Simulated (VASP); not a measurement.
Write the native input for VASP 6.6.1 that does the following.

* Task: single point
* Functional: PBEsol
* Potentials or basis: VASP PAW PBE potentials, release 64 (Al, Ru_pv)
* Cutoff: 520 eV
* k mesh: 12 × 12 × 4
* Occupations: gaussian, width 0.1 eV
* Spin: no spin polarisation
* Dipole correction: no
* Further INCAR settings: ALGO = Fast; EDIFF = 1e-07; NBANDS = 29

The structure of Al2Ru lies in POSCAR:

```
Al2Ru
1.0
    3.0589306079      0.0000000000      0.0000000000
    0.0000000000      3.0589306079      0.0000000000
    0.0000000000      0.0000000000      8.2546420683
Al Ru
4 2
Direct
    0.5000000000      0.5000000000      0.1601925406
    0.0000000000      0.0000000000      0.3398074594
    0.0000000000      0.0000000000      0.6601925406
    0.5000000000      0.5000000000      0.8398074594
    0.0000000000      0.0000000000      0.0000000000
    0.5000000000      0.5000000000      0.5000000000
```

This cell differs from its parent crystal: equal strain along all axes, cell held: -2.0 %, then relaxed in part.

One way to write it, as run:

INCAR

```
SYSTEM = Al2Ru
PREC = Accurate
ENCUT = 520
EDIFF = 1E-7
ISMEAR = 0
SIGMA = 0.1
LREAL = .False.
LASPH = .True.
NELM = 60
ALGO = Fast
ISIF = 2
LWAVE = .False.
LCHARG = .False.
GGA = PS
NBANDS = 29
```

KPOINTS

```
regular mesh
0
Gamma
  12 12 4
  0 0 0
```

Potentials or basis: VASP PAW PBE potentials, release 64 (Al, Ru_pv).

Run with:

```console
$ cat potpaw_PBE.64/Al/POTCAR potpaw_PBE.64/Ru_pv/POTCAR > POTCAR
$ mpirun -np 1 vasp_std > vasp.out
```

It gave:

```json
{"Pressure": "12.5 GPa", "Largest force": "0.005 eV/Å", "Band gap on the k mesh": "zero (bands 20 and 21 overlap by 0.14 eV)"}
```

Caveat: the cell differs from its parent crystal (equal strain along all axes, cell held: -2.0 %, then relaxed in part); the cell stands under pressure; the PAW data sets were made with another functional, which shifts forces and pressure a little.

Wall time 84 s on 1 thread of Intel(R) Xeon(R) 6975P-C (Granite Rapids) (shared host), peak memory 0.29 GiB.
